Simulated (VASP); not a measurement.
# CoCuSO (P4/nmm) in VASP: single point with r2SCAN

Aim: the single point of CoCuSO with r2SCAN.

Everything below comes from runs of VASP 6.6.1. Logs are shortened: lines on timing, memory, paths and dates and some standing lists are left out, and cuts for length are marked.

### Step 1. The cell of the first run

Symmetry: P4/nmm, No. 129, tetragonal system. The conventional cell has a = 3.781 Å, b = 3.781 Å, c = 8.552 Å, α = 90.00°, β = 90.00°, γ = 90.00°. Within 3.1 Å of Cu (site symmetry -4m2) lie 4 S at 2.31 Å and 4 Cu at 2.67 Å. Within 3.1 Å of S (site symmetry 4mm) lie 4 Cu at 2.31 Å. Within 2.7 Å of Co (site symmetry -4m2) lie 4 O at 1.99 Å and 4 Co at 2.67 Å. O (site symmetry 4mm) has 4 Co at 1.99 Å within 2.6 Å.

### Step 2. Single point, r2SCAN

Contents of POSCAR:

```
CoCuSO
1.0
    3.7806170000      0.0000000000      0.0000000000
    0.0000000000      3.7806170000      0.0000000000
    0.0000000000      0.0000000000      8.5516180000
Cu S Co O
2 2 2 2
Direct
    0.7500000000      0.2500000000      0.5000000000
    0.2500000000      0.7500000000      0.5000000000
    0.2500000000      0.2500000000      0.3442000000
    0.7500000000      0.7500000000      0.6558000000
    0.2500000000      0.7500000000      0.0000000000
    0.7500000000      0.2500000000      0.0000000000
    0.2500000000      0.2500000000      0.9256000000
    0.7500000000      0.7500000000      0.0744000000
```

Contents of INCAR.step1:

```
PREC = Accurate
ENCUT = 520
ISMEAR = -1
SIGMA = 0.1
LREAL = False
LASPH = True
NELM = 80
NBANDS = 42
GGA = PE
ALGO = Normal
EDIFF = 1E-4
LWAVE = True
LCHARG = False
```

Contents of INCAR.step2:

```
PREC = Accurate
ENCUT = 520
EDIFF = 1E-6
ISMEAR = -1
SIGMA = 0.1
LREAL = False
LASPH = True
NELM = 80
ALGO = Normal
ISIF = 2
LWAVE = False
LCHARG = False
METAGGA = R2SCAN
LMIXTAU = True
NBANDS = 42
ISTART = 1
```

Contents of KPOINTS:

```
Automatic mesh
0
Gamma
  9 9 4
```

Potentials or basis: VASP PAW PBE potentials, release 64 (Cu, S, Co, O).

The run is started by

```console
> cat potpaw_PBE.64/Cu/POTCAR potpaw_PBE.64/S/POTCAR potpaw_PBE.64/Co/POTCAR potpaw_PBE.64/O/POTCAR > POTCAR
> cp INCAR.step1 INCAR
> mpirun -np 1 vasp_std > vasp.out
> cp INCAR.step2 INCAR
> mpirun -np 1 vasp_std > vasp.out
```

OUTCAR:

```text
PREC = Accurate
   ENCUT = 520
   EDIFF = 1E-6
   ISMEAR = -1
   LREAL = False
   LASPH = True
   NELM = 80
   ISIF = 2
   METAGGA = R2SCAN
   ISTART = 1

 ion  position               nearest neighbor table
   1  0.750  0.250  0.500-   3 2.31   4 2.31   4 2.31   3 2.31   2 2.67   2 2.67   2 2.67   2 2.67

   2  0.250  0.750  0.500-   3 2.31   4 2.31   3 2.31   4 2.31   1 2.67   1 2.67   1 2.67   1 2.67

   3  0.250  0.250  0.344-   1 2.31   2 2.31   2 2.31   1 2.31
   4  0.750  0.750  0.656-   1 2.31   2 2.31   1 2.31   2 2.31
   5  0.250  0.750  0.000-   7 1.99   8 1.99   7 1.99   8 1.99   6 2.67   6 2.67   6 2.67   6 2.67

   6  0.750  0.250  0.000-   7 1.99   8 1.99   8 1.99   7 1.99   5 2.67   5 2.67   5 2.67   5 2.67

   7  0.250  0.250  0.926-   5 1.99   6 1.99   5 1.99   6 1.99
   8  0.750  0.750  0.074-   5 1.99   6 1.99   6 1.99   5 1.99

  LATTYP: Found a simple tetragonal cell.
 ALAT       =     3.7806170000
 C/A-ratio  =     2.2619635895

  Lattice vectors:

 A1 = (   3.7806170000,   0.0000000000,   0.0000000000)
 A2 = (   0.0000000000,   3.7806170000,   0.0000000000)
 A3 = (   0.0000000000,   0.0000000000,   8.5516180000)

Analysis of symmetry for initial positions (statically):
=====================================================================
 Subroutine PRICEL returns:
 Original cell was already a primitive cell.

 Routine SETGRP: Setting up the symmetry group for a
 simple tetragonal supercell.

 Subroutine GETGRP returns: Found 16 space group operations
 (whereof  4 operations were pure point group operations)
 out of a pool of 16 trial point group operations.

The static configuration has the point symmetry C_2h.
 The point group associated with its full space group is D_4h.

Analysis of symmetry for dynamics (positions and initial velocities):
=====================================================================
 Subroutine PRICEL returns:
 Original cell was already a primitive cell.

 Routine SETGRP: Setting up the symmetry group for a
 simple tetragonal supercell.

 Subroutine GETGRP returns: Found 16 space group operations
 (whereof  4 operations were pure point group operations)
 out of a pool of 16 trial point group operations.

The dynamic configuration has the point symmetry C_2h.
 The point group associated with its full space group is D_4h.

 Subroutine INISYM returns: Found 16 space group operations
 (whereof  4 operations are pure point group operations),
 and found     1 'primitive' translations
[... 110 lines left out ...]
   NSW    =      0    number of steps for IOM
   IBRION =     -1    ionic relax: 0-MD 1-quasi-New 2-CG
   NFREE  =      0    steps in history (QN), initial steepest desc. (CG)
   ISIF   =      2    stress and relaxation
   ISYM   =      2    0-nonsym 1-usesym 2-fastsym
   POTIM  = 0.5000    time-step for ionic-motion
   TEBEG  =    0.0;   TEEND  =   0.0 temperature during run
   PSTRESS=    0.0 pullay stress
   NELECT =      64.0000    total number of electrons
   NUPDOWN=      -1.0000    fix difference up-down
   EMIN   =  10.00;   EMAX   =-10.00  energy-range for DOS
   EFERMI =   0.00;   METHOD = LEGACY
   ISMEAR =    -1;   SIGMA  =   0.10  broadening in eV -4-tet -1-fermi 0-gaus
   EFERMI_NEDOS =   21; number of points for ismear=-14 and -15
   IALGO  =     38    algorithm
   IMIX   =      4    mixing-type and parameters
     AMIX     =   0.40;   BMIX     =  1.00
     AMIX_MAG =   1.60;   BMIX_MAG =  1.00
  volume/ion in A,a.u.               =      15.28       103.11
  Fermi-wavevector in a.u.,A,eV,Ry     =   1.319503  2.493498 23.688930  1.741087
  Thomas-Fermi vector in A             =   2.449396
   LORBIT       =      0    0 simple, 1 ext, 2 COOP (PROOUT), +10 PAW based schemes
   METAGGA = R2SCAN    functional components
   LHFCALC =     F    Hartree Fock is set to
   AEXX    =    0.0000 exact exchange contribution
   IVDW    =     0    specifies the selected vdW correction
   LEPSILON=     F    determine dielectric tensor
   LRPA    =     F    only Hartree local field effects (RPA)
 non-spin polarized calculation
  energy-cutoff  :      520.00
  volume of cell :      122.23
 maximum number of plane-waves:      3314
   NGX = 15   NGY = 15   NGZ = 31

 number of electron      63.9999976 magnetization

 Free energy of the ion-electron system (eV)
  ---------------------------------------------------
  ext. energy  EPLUGINS =         0.00000000
  ---------------------------------------------------
  free energy    TOTEN  =       -77.61085455 eV

  energy without entropy =      -77.25948044  energy(sigma->0) =      -77.43516749

 E-fermi :   4.1078     XC(G=0): -10.8759

 val. band max:        4.1028306437   @ k =   0.2222   0.0000   0.5000
 cond. band min:       4.1204111731   @ k =   0.2222   0.0000   0.0000
 fundamental gap:      0.0175805293
 Fermi energy:         4.1077995120

 k-point     1 :       0.0000    0.0000    0.0000
  band No.  band energies     occupation
      1     -16.5299      2.00000
      2     -15.8369      2.00000
      3     -10.0689      2.00000
      4      -9.0604      2.00000
      5      -1.5027      2.00000
      6      -1.5027      2.00000
[... 1069 lines left out ...]
     41      11.1357      0.00000
     42      11.4263      0.00000

 [... further k-points ...]

------------------------ aborting loop because EDIFF is reached ----------------------------------------

  FORCE on cell =-STRESS in cart. coord.  units (eV):
  Direction    XX          YY          ZZ          XY          YZ          ZX
  --------------------------------------------------------------------------------------
  -------------------------------------------------------------------------------------
  Total       -8.9104277     -8.9104277     -4.5062998      0.0000000     -0.0000000      0.0000000
  in kB     -116.7980183   -116.7980183    -59.0686445      0.0000000     -0.0000000      0.0000000
  external PRESSURE =     -97.5548937 kB  Pullay stress =       0.0000000 kB

 VOLUME and BASIS-vectors are now :
 -----------------------------------------------------------------------------
  energy-cutoff  :      520.00
  volume of cell :      122.23
      direct lattice vectors                 reciprocal lattice vectors
     3.780617000  0.000000000  0.000000000     0.264507090  0.000000000  0.000000000
     0.000000000  3.780617000  0.000000000     0.000000000  0.264507090  0.000000000
     0.000000000  0.000000000  8.551618000     0.000000000  0.000000000  0.116936935

 POSITION                                       TOTAL-FORCE (eV/Angst)
 -----------------------------------------------------------------------------------
      2.83546      0.94515      4.27581         0.000000      0.000000      0.000000
      0.94515      2.83546      4.27581        -0.000000      0.000000      0.000000
      0.94515      0.94515      2.94347         0.000000      0.000000      0.044078
      2.83546      2.83546      5.60815         0.000000      0.000000     -0.044078
      0.94515      2.83546      0.00000        -0.000000     -0.000000      0.000000
      2.83546      0.94515      0.00000         0.000000     -0.000000      0.000000
      0.94515      0.94515      7.91538        -0.000000     -0.000000      1.608251
      2.83546      2.83546      0.63624         0.000000      0.000000     -1.608251
 -----------------------------------------------------------------------------------
    total drift:                                0.000000      0.000000     -0.000000

  FREE ENERGIE OF THE ION-ELECTRON SYSTEM (eV)
  ---------------------------------------------------
  free  energy   TOTEN  =       -77.6108545513 eV

  energy  without entropy=      -77.2594804386  energy(sigma->0) =      -77.43516749
```

OUTCAR.step1:

```text
PREC = Accurate
   ENCUT = 520
   ISMEAR = -1
   LREAL = False
   LASPH = True
   NELM = 80
[... 1329 lines left out ...]
      2.83546      0.94515      0.00000         0.000000     -0.000000      0.000000
      0.94515      0.94515      7.91538        -0.000000      0.000000      1.106646
      2.83546      2.83546      0.63624         0.000000      0.000000     -1.106646
 -----------------------------------------------------------------------------------
    total drift:                                0.000000      0.000000     -0.000000

  FREE ENERGIE OF THE ION-ELECTRON SYSTEM (eV)
  ---------------------------------------------------
  free  energy   TOTEN  =       -41.1551323119 eV

  energy  without entropy=      -40.7829018735  energy(sigma->0) =      -40.96901709
```

Run time: 15 min. Hardware: 1 thread of Intel Xeon Platinum 8259CL at 2.50GHz (Skylake/Cascade Lake), shared host; peak memory 0.38 GiB.

What came out:

```yaml
Free_energy: -77.6109 eV
Pressure: -9.8 GPa
Largest_force: 1.608 eV/Å
Band_gap_on_the_k_mesh: zero (bands 32 and 33 overlap by 0.92 eV)
```

Forces on the atoms (eV/Å):
```
Cu   0.000  0.000  0.000
Cu   0.000  0.000  0.000
S    0.000  0.000  0.044
S    0.000  0.000 -0.044
Co   0.000  0.000  0.000
Co   0.000  0.000  0.000
O    0.000  0.000  1.608
O    0.000  0.000 -1.608
```

Stress tensor (GPa, compression positive):
```
-11.68   0.00   0.00
  0.00 -11.68   0.00
  0.00   0.00  -5.91
```

Caveat: the stress differs along the axes, from -12 to -6 GPa; the PAW data sets were made with another functional, which shifts forces and pressure a little; the run has no spin polarisation, though such a crystal can be magnetic; semilocal functionals often make such compounds metallic where correlation or magnetic order opens a gap, which also shifts bond lengths. With open d or f shells a metallic result of r2SCAN can be an artefact of self-interaction; +U or a hybrid may open a gap.
